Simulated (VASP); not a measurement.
Input of a VASP 6.6.1 run:

File INCAR:

```
  ALGO = Normal
  EDIFF = 1E-6
  ENCUT = 520
  GGA = CA
  ISIF = 2
  ISMEAR = -1
  LASPH = T
  LCHARG = F
  LREAL = F
  LWAVE = F
  NBANDS = 29
  NELM = 80
  PREC = Accurate
  SIGMA = 0.1
```

Contents of KPOINTS:

```
k-points
0
Gamma
  6 6 6
```

POSCAR

```
ZrSi2
1.0
    1.8320165860     -7.2310309182      0.0000000000
    1.8320165860      7.2310309182      0.0000000000
    0.0000000000      0.0000000000      3.6309143619
Zr Si
2 4
Direct
    0.8955379565      0.1044620435      0.2500000000
    0.1044620435      0.8955379565      0.7500000000
    0.5540589424      0.4459410576      0.2500000000
    0.4459410576      0.5540589424      0.7500000000
    0.2500607862      0.7499392138      0.2500000000
    0.7499392138      0.2500607862      0.7500000000
```

Potentials or basis: VASP PAW LDA potentials, release 64 (Zr_sv, Si).

Launch:

```sh
$ cat potpaw_LDA.64/Zr_sv/POTCAR potpaw_LDA.64/Si/POTCAR > POTCAR
$ mpirun -np 1 vasp_std > vasp.out
```

Task: What does it give for the largest force?

Result: 0.006 eV/Å.

Task: What does it give for the pressure?

Result: 0.2 GPa.

Task: Predict the band gap on the k mesh.

Result: Zero (bands 20 and 21 overlap by 0.88 eV).

Forces in eV/Å, atoms in the order of the input:
```
Zr   0.000 -0.003  0.000
Zr   0.000  0.003  0.000
Si   0.000  0.006  0.000
Si   0.000 -0.006  0.000
Si   0.000  0.000  0.000
Si   0.000  0.000  0.000
```
